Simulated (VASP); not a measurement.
The system is BiSb2O2.

```
Sb Bi O
1.0
     4.16569    0.00000    0.00000
     0.00000    4.16569    0.00000
     0.00000    0.00000    7.44954
Sb Bi O
2 1 2
Cartesian
  2.0828 2.0828 3.7248
  0.0000 0.0000 0.0000
  2.0828 2.0828 0.0000
  0.0000 0.0000 5.8839
  0.0000 0.0000 1.5656
```

The cell was generated, and may not be a known phase.

| Quantity | Value |
| --- | --- |
| Program | VASP 6.6.1 |
| Task | relaxation of cell and atoms |
| Functional | PBE |
| Potentials or basis | VASP PAW PBE potentials, release 64 (Sb, Bi_d, O) |
| Cutoff | 600 eV |
| k mesh | 4 × 4 × 4 |
| Occupations | gaussian, width 0.1 eV |
| Spin | no spin polarisation |

At the start: pressure 30.3 GPa; volume 25.85 Å³/atom.

Task: Where does the relaxation end?

Result: Over 25 steps the energy falls by 1401.7 meV/atom and the volume is 22.49 Å³/atom (-13.0 %); space group P4/mmm (No. 123, to 0.1 Å) before and after.

The path:
```
step  energy change (eV)  largest force (eV/Å)  pressure (GPa)  volume (Å³)
   1              0.0000               21.7186           30.27       129.27
   2              1.5017                1.1005           -9.16       229.24
   3              0.9156                0.9469           -8.71       217.88
   4              0.4421                0.8072           -8.44       208.70
   5             -2.4289                0.5489           -8.05       167.58
   6             -4.5627                1.1112           -6.97       148.08
   7             -5.5512                0.4169           -4.12       138.59
   8             -5.8029                0.6823           -1.25       133.91
   9             -5.8106                1.3242            0.13       132.38
  10             -5.8138                1.0855           -0.38       132.91
  11             -5.8137                1.1176           -0.32       132.84
  12             -6.0546                1.4552           -0.61       132.16
  13             -6.4134                2.6115            0.32       129.13
  14             -6.5169                2.1214           -0.57       129.01
  15             -6.6884                0.7752           -2.78       128.59
  16             -6.7034                0.3345           -3.40       128.42
  17             -6.7593                0.3159           -3.14       126.51
  18             -6.8991                0.2659           -2.07       120.88
  19             -6.9937                0.1296            1.64       110.05
  20             -6.9999                0.1691            0.60       112.40
  21             -7.0001                0.1629            0.77       112.02
  22             -7.0075                0.0460            0.07       112.47
  23             -7.0077                0.0764           -0.03       112.53
  24             -7.0080                0.0566           -0.01       112.51
  25             -7.0083                0.0092            0.06       112.46
```

Final structure:
```
CELL_PARAMETERS angstrom
4.16874 0.00000 0.00000
0.00000 4.16874 0.00000
0.00000 0.00000 6.47103
ATOMIC_POSITIONS crystal
Sb 0.50000 0.50000 0.50000
Sb 0.00000 0.00000 0.00000
Bi 0.50000 0.50000 0.00000
O 0.00000 0.00000 0.68982
O 0.00000 0.00000 0.31018
```

Caveat: the k points lie up to 0.38 Å⁻¹ apart in the final cell, too coarse for converged energies and pressures of a metal; an odd number of electrons without spin polarisation forces a metal; a magnetic or distorted state may lie lower.
